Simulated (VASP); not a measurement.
# MnO: relaxation of cell and atoms with r2SCAN+U

Crystal: MnO.

```
Mn O
1.0
     3.37170    0.00000    0.00000
    -1.68585    2.91998    0.00000
     0.00000    0.00000    5.38550
Mn O
2 2
Direct
  0.66667 0.33333 0.51096
  0.33333 0.66667 0.01096
  0.66667 0.33333 0.87547
  0.33333 0.66667 0.37547
```

```json
{
 "Program": "VASP 6.6.1",
 "Task": "relaxation of cell and atoms",
 "Functional": "r2SCAN",
 "Potentials or basis": "VASP PAW PBE potentials, release 64 (Mn_pv, O)",
 "Cutoff": "600 eV",
 "k mesh": "9 × 9 × 5",
 "Occupations": "fermi-dirac, width 0.05 eV",
 "Spin": "collinear spin, ferromagnetic start",
 "Starting moments": "[4.0, 4.0, 0.0, 0.0] μB",
 "Hubbard terms": "Mn d U = 4.0 eV",
 "Dipole correction": "no",
 "Further INCAR settings": "ALGO = Normal; EDIFF = 1e-06; IBRION = 2; EDIFFG = -0.01; NSW = 60; ISIF = 3"
}
```

| Property | Result |
| --- | --- |
| Relaxed volume | 13.95 Å³/atom |
| Relaxed cell | a = 3.486 Å, b = 3.486 Å, c = 5.303 Å, α = 90.00°, β = 90.00°, γ = 120.00° |
| Space group after relaxing (to 0.1 Å) | P6_3mc (No. 186) |
| Energy gained by relaxing | 41.1 meV/atom |
| Ionic steps | 15 |
| Pressure after relaxing | -0.1 GPa |
| Band gap on the k mesh | zero (filled and empty bands touch) |
| Net moment | 10.00 μB per cell |
| Site moments | Mn +4.65; O +0.10 μB |
| Valence electrons inside the program's atomic spheres | Mn 11.36; O 5.04 |

Forces on the atoms (eV/Å):
```
Mn   0.000  0.000 -0.003
Mn   0.000  0.000 -0.003
O    0.000  0.000  0.003
O    0.000  0.000  0.003
```

Step by step:
| step | energy change (eV) | largest force (eV/Å) | pressure (GPa) | volume (Å³) |
| --- | --- | --- | --- | --- |
| 1 | 0.0000 | 0.9667 | 8.32 | 53.02 |
| 2 | -0.0835 | 0.2254 | -4.13 | 58.45 |
| 3 | -0.1425 | 0.0745 | 0.12 | 56.06 |
| 4 | -0.1425 | 0.0857 | 0.24 | 56.00 |
| 5 | -0.1464 | 0.1073 | -0.05 | 56.14 |
| 6 | -0.1516 | 0.1694 | -1.00 | 56.55 |
| 7 | -0.1539 | 0.1515 | -0.85 | 56.47 |
| 8 | -0.1592 | 0.0971 | -0.40 | 56.21 |
| 9 | -0.1636 | 0.0065 | 0.43 | 55.70 |
| 10 | -0.1636 | 0.0026 | 0.45 | 55.67 |
| 11 | -0.1637 | 0.0044 | 0.52 | 55.60 |
| 12 | -0.1642 | 0.0090 | 0.14 | 55.74 |
| 13 | -0.1643 | 0.0134 | -0.13 | 55.84 |
| 14 | -0.1644 | 0.0001 | -0.08 | 55.81 |
| 15 | -0.1644 | 0.0027 | -0.06 | 55.80 |

Final structure:
```
Mn O
1.0
     3.48582    0.00000    0.00000
    -1.74291    3.01881    0.00000
     0.00000    0.00000    5.30298
Mn O
2 2
Direct
  0.66667 0.33333 0.49440
  0.33333 0.66667 0.99440
  0.66667 0.33333 0.89203
  0.33333 0.66667 0.39203
```

Levels at points of the mesh, in eV from the Fermi level:
Spin up:
| k point | band 22 | band 23 | band 24 | band 25 | band 26 | band 27 |
| --- | --- | --- | --- | --- | --- | --- |
| (0.00, 0.00, 0.00) | -0.60 | -0.10 | -0.07 | -0.07 | 4.92 | 7.03 |
Spin down:
```
           k point  band 11  band 12  band 13  band 14  band 15  band 16  band 17  band 18
(0.00, 0.00, 0.00)    -3.57    -3.51    -3.51    -3.04     1.25     4.82     4.82     5.07
```

Eigenvalues of the final occupation matrices:
```tsv
site	spin	trace	eigenvalues
site 1 d	1	4.76	0.95 0.95 0.95 0.95 0.96
site 1 d	2	0.19	0.02 0.02 0.05 0.05 0.05
site 2 d	1	4.76	0.95 0.95 0.95 0.95 0.96
site 2 d	2	0.19	0.02 0.02 0.05 0.05 0.05
```

Wall time 84 min on 1 thread of Oxide Virtual Turin-like Processor (shared host), peak memory 0.26 GiB.

Caveat: the PAW data sets were made with another functional, which shifts forces and pressure a little; only a ferromagnetic start was run, and an antiferromagnetic order may lie lower in energy. Zero-point motion and thermal expansion aren't in these numbers.
